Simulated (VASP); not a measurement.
TiW2:

```xyz
6
Lattice="2.8181 0.0000 0.0000 -1.4090 2.4405 0.0000 0.0000 0.0000 14.2265" Properties=species:S:1:pos:R:3 pbc="T T T"
Ti    0.0000    1.6270   10.6698
Ti    1.4090    0.8135    3.5566
W     0.0000    1.6270    1.1855
W     0.0000    1.6270    5.9277
W     1.4090    0.8135   13.0409
W     1.4090    0.8135    8.2988
```

| Quantity | Value |
| --- | --- |
| Program | VASP 6.6.1 |
| Task | relaxation of cell and atoms |
| Functional | PBE |
| Potentials or basis | VASP PAW PBE potentials, release 64 (Ti_sv, W_sv) |
| Cutoff | 600 eV |
| k mesh | 6 × 6 × 2 |
| Occupations | gaussian, width 0.1 eV |
| Spin | no spin polarisation |

At the start: pressure 4.2 GPa; volume 16.31 Å³/atom.

How do energy, volume and symmetry change on relaxing?

Over 9 steps the energy falls by 16.5 meV/atom and the volume is 16.64 Å³/atom (+2.0 %); space group P6_3/mmc (No. 194, to 0.1 Å) before and after.

The path:
```csv
step,energy change (eV),largest force (eV/Å),pressure (GPa),volume (Å³)
1,0.0000,0.2625,4.22,97.84
2,0.0301,0.3386,-8.53,104.00
3,-0.0619,0.0312,-2.02,100.58
4,-0.0890,0.2720,0.33,99.66
5,-0.0942,0.2107,-0.34,99.91
6,-0.0977,0.0262,0.80,99.46
7,-0.0977,0.0517,0.64,99.52
8,-0.0981,0.0497,-0.53,100.10
9,-0.0987,0.0047,-0.01,99.84
```

Final structure:
```yaml
crystal:
  lattice:
    - [2.79782, 0.00000, 0.00000]
    - [-1.39891, 2.42298, 0.00000]
    - [0.00000, 0.00000, 14.72775]
  atoms:
    - { symbol: Ti, position: [0.33333, 0.66667, 0.75000] }
    - { symbol: Ti, position: [0.66667, 0.33333, 0.25000] }
    - { symbol: W, position: [0.33333, 0.66667, 0.08316] }
    - { symbol: W, position: [0.33333, 0.66667, 0.41684] }
    - { symbol: W, position: [0.66667, 0.33333, 0.91684] }
    - { symbol: W, position: [0.66667, 0.33333, 0.58316] }
```

Caveat: the k points lie up to 0.43 Å⁻¹ apart in the final cell, too coarse for converged energies and pressures of a metal.
